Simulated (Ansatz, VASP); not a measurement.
## ZnS: VASP beside Ansatz

The input POSCAR:

```
ZnS
1.0
    0.0000000000      2.6583535126      2.6583535126
    2.6583535126      0.0000000000      2.6583535126
    2.6583535126      2.6583535126      0.0000000000
Zn S
1 1
Direct
    0.2500000000      0.2500000000      0.2500000000
    0.0000000000      0.0000000000      0.0000000000
```

Contents of INCAR.step1:

```
PREC = Accurate ; ENCUT = 520
ISMEAR = 0 ; SIGMA = 0.05
LREAL = F ; LASPH = T
NELM = 100 ; NBANDS = 16
GGA = PE ; ALGO = Normal
EDIFF = 1E-4 ; LWAVE = T
LCHARG = F
```

The input INCAR.step2:

```
PREC = Accurate ; ENCUT = 520
EDIFF = 1E-6 ; ISMEAR = 0
SIGMA = 0.05 ; LREAL = F
LASPH = T ; NELM = 100
ALGO = Normal ; ISIF = 2
LWAVE = F ; LCHARG = T
METAGGA = R2SCAN ; LMIXTAU = T
LELF = T ; LVHAR = T
NBANDS = 16 ; ISTART = 1
```

Contents of KPOINTS:

```
Automatic mesh
0
Gamma
  6 6 6
```

Input for Ansatz:

```yaml
crystal:
  lattice:
    - [0.0, 2.6583535126, 2.6583535126]
    - [2.6583535126, 0.0, 2.6583535126]
    - [2.6583535126, 2.6583535126, 0.0]
  atoms:
    - { symbol: Zn, position: [0.25, 0.25, 0.25] }
    - { symbol: S, position: [0.0, 0.0, 0.0] }
basis:
  ecutwfc: 500
  ecutrho_ratio: 4
kpoints:
  mp_grid: { grid: [6, 6, 6] }
hamiltonian:
  xc: r2scan
scf:
  occupations: { method: gaussian, width: 0.05 }
output:
  forces: true
  stress: true
  eigenvalues: true
```

Alike in both runs: task single point; functional r2SCAN; k mesh 6 × 6 × 6; occupations gaussian, width 0.05 eV; no spin polarisation.

|  | VASP | Ansatz |
| --- | --- | --- |
| version | VASP 6.6.1 | Ansatz 0.2.0 |
| potentials or method | VASP PAW PBE potentials, release 64 (Zn, S), cutoff 520 eV | scalar-relativistic, plane waves, PAW |
| valence electrons in the cell | 18 | 18 |

|  | VASP | Ansatz | Ansatz less VASP |
| --- | --- | --- | --- |
| gap on the k mesh at the Fermi level (eV) | 2.91 | 2.89 | -0.014 |
| least direct gap on the mesh (eV) | 2.91 | 2.89 | -0.014 |
| pressure (GPa) | 3.5 | 3.5 | 0.00 |

VASP's potentials were made for PBE, not for r2SCAN.
